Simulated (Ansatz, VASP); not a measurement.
## Two plane-wave programs on AlP

INCAR

```
PREC = Accurate
ENCUT = 500
EDIFF = 1E-6
ISMEAR = 0
SIGMA = 0.01
LREAL = F
LASPH = T
NELM = 120
ALGO = Normal
ISIF = 2
LWAVE = F
LCHARG = F
GGA = PE
NBANDS = 11
GGA_COMPAT = F
```

KPOINTS

```
Automatic mesh
0
Gamma
  6 6 6
```

POSCAR

```
AlP
1.0
    0.0000000000      2.7789547475      2.7789547475
    2.7789547475      0.0000000000      2.7789547475
    2.7789547475      2.7789547475      0.0000000000
Al P
1 1
Direct
    0.0000000000      0.0000000000      0.0000000000
    0.2500000000      0.2500000000      0.2500000000
```

Input for Ansatz:

```yaml
crystal:
  lattice:
    - [0.0, 2.7789547475117504, 2.7789547475117504]
    - [2.7789547475117504, 0.0, 2.7789547475117504]
    - [2.7789547475117504, 2.7789547475117504, 0.0]
  atoms:
    - { symbol: Al, position: [0.0, 0.0, 0.0] }
    - { symbol: P, position: [0.25, 0.25, 0.25] }
basis:
  ecutwfc: 510.0
kpoints:
  mp_grid:
    grid: [6, 6, 6]
hamiltonian:
  xc: pbe
scf:
  occupations:
    method: fixed
output:
  stress: true
```

Alike in both runs: task single point; functional PBE; k mesh 6 × 6 × 6; no spin polarisation.

|  | VASP | Ansatz |
| --- | --- | --- |
| version | VASP 6.6.1 | Ansatz 0.2.0 |
| potentials or method | VASP PAW PBE potentials, release 64 (Al, P), cutoff 500 eV | plane waves, PAW |
| occupations | gaussian, width 0.01 eV | fixed |
| valence electrons in the cell | 8 | 8 |

Ansatz gave:

```
pressure (GPa) : -2.1
```

Task: Which values does VASP return?

Result: Pressure (GPa): -2.2.
